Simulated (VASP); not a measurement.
CsPbBr3:

```
Cs Pb Br
1.0
     5.94863    0.00000    0.00000
     0.00000    5.94863    0.00000
     0.00000    0.00000    5.94863
Cs Pb Br
1 1 3
Direct
  0.00000 0.00000 0.00000
  0.50000 0.50000 0.50000
  0.50000 0.50000 0.00000
  0.50000 0.00000 0.50000
  0.00000 0.50000 0.50000
```

| Quantity | Value |
| --- | --- |
| Program | VASP 6.6.1 |
| Task | relaxation of cell and atoms |
| Functional | PBEsol |
| Potentials or basis | VASP PAW PBE potentials, release 64 (Cs_sv, Pb_d, Br) |
| Cutoff | 600 eV |
| k mesh | 4 × 4 × 4 |
| Occupations | fermi-dirac, width 0.03 eV |
| Spin | no spin polarisation |

At the start: pressure -0.7 GPa; volume 42.10 Å³/atom.

**Question.** How do energy, volume and symmetry change on relaxing?

**Answer.** Over 3 steps the energy falls by 3.0 meV/atom and the volume is 40.72 Å³/atom (-3.3 %); space group Pm-3m (No. 221, to 0.1 Å) before and after.

The path:
```tsv
step	energy change (eV)	largest force (eV/Å)	pressure (GPa)	volume (Å³)
1	0.0000	0.0000	-0.66	210.50
2	-0.0139	0.0000	-0.17	205.23
3	-0.0148	0.0000	0.00	203.58
```

Final structure:
```xyz
5
Lattice="5.8827 0.0000 0.0000 0.0000 5.8827 0.0000 0.0000 0.0000 5.8827" Properties=species:S:1:pos:R:3 pbc="T T T"
Cs    0.0000    0.0000    0.0000
Pb    2.9414    2.9414    2.9414
Br    2.9414    2.9414    0.0000
Br    2.9414    0.0000    2.9414
Br    0.0000    2.9414    2.9414
```

Caveat: the PAW data sets were made with another functional, which shifts forces and pressure a little.
